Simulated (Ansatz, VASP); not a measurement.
# YF in VASP and in Ansatz

Contents of INCAR:

```
SYSTEM = YF
  PREC = Accurate
  ENCUT = 520
  EDIFF = 1E-6
  ISMEAR = 0
  SIGMA = 0.1
  LREAL = .FALSE.
  LASPH = .TRUE.
  NELM = 150
  ALGO = Normal
  ISIF = 2
  LWAVE = .FALSE.
  LCHARG = .FALSE.
  ISPIN = 2
  MAGMOM = 0 0 1 1
  LORBIT = 11
  LMAXMIX = 4
  GGA = PE
  NBANDS = 30
```

KPOINTS

```
Automatic mesh
0
G
  4 4 4
  0 0 0
```

File POSCAR:

```
YF
1.0
    3.9142846100      0.0000000000      0.0000000000
    0.0000000000      3.9142846100      0.0000000000
    0.0000000000      0.0000000000      5.5356343800
Y F
2 2
Direct
    0.5000000000      0.0000000000      0.7500000000
    0.0000000000      0.5000000000      0.2500000000
    0.0000000000      0.0000000000      0.0000000000
    0.5000000000      0.5000000000      0.0000000000
```

Input for Ansatz:

```yaml
crystal:
  lattice:
    - [3.91428461, 0.0, 0.0]
    - [0.0, 3.91428461, 0.0]
    - [0.0, 0.0, 5.53563438]
  atoms:
    - { symbol: "Y", position: [0.5, 0.0, 0.75] }
    - { symbol: "Y", position: [0.0, 0.5, 0.25] }
    - { symbol: F, position: [0.0, 0.0, 0.0], spin: 1.0 }
    - { symbol: F, position: [0.5, 0.5, 0.0], spin: 1.0 }
basis:
  ecutwfc: 420
kpoints:
  mp_grid: { grid: [4, 4, 4] }
hamiltonian:
  xc: pbe
scf:
  occupations: { method: gaussian, width: 0.1 }
  lower_state_search: "off"
output:
  forces: true
  stress: true
  eigenvalues: true
  populations: true
magnetization:
  spin_polarized: true
```

Change from the starting cell: ordered vacancies on the anion sites of fluorite (P4/nmm, No. 129).

Alike in both runs: task single point; functional PBE; k mesh 4 × 4 × 4; occupations gaussian, width 0.1 eV; collinear spin.

|  | VASP | Ansatz |
| --- | --- | --- |
| version | VASP 6.6.1 | Ansatz 0.2.0 |
| potentials or method | VASP PAW PBE potentials, release 64 (Y_sv, F), cutoff 520 eV | scalar-relativistic, plane waves, PAW |
| valence electrons in the cell | 36 | 36 |

Ansatz gave:

- gap on the k mesh at the Fermi level (eV): none
- pressure (GPa): -2.9
- traceless stress, the component that is largest in VASP (GPa): 1.86
- rms of the force components (eV/Å): 0.327
- net moment per atom (μB): 0.00

Problem. What did VASP give for the same quantities?

Solution. gap on the k mesh at the Fermi level (eV): none; pressure (GPa): -3.0; traceless stress, the component that is largest in VASP (GPa): 1.85; rms of the force components (eV/Å): 0.333; net moment per atom (μB): 0.00.

Atom by atom the forces differ by 0.006 eV/Å (rms over components). A gap of «none» marks a metal or a gap that the smearing closes. The functional is the same, so the differences come from potentials, cutoffs and numerics. Ansatz's warnings: seeded moment not kept.

The k mesh is coarse, so the values compare programs but aren't converged.
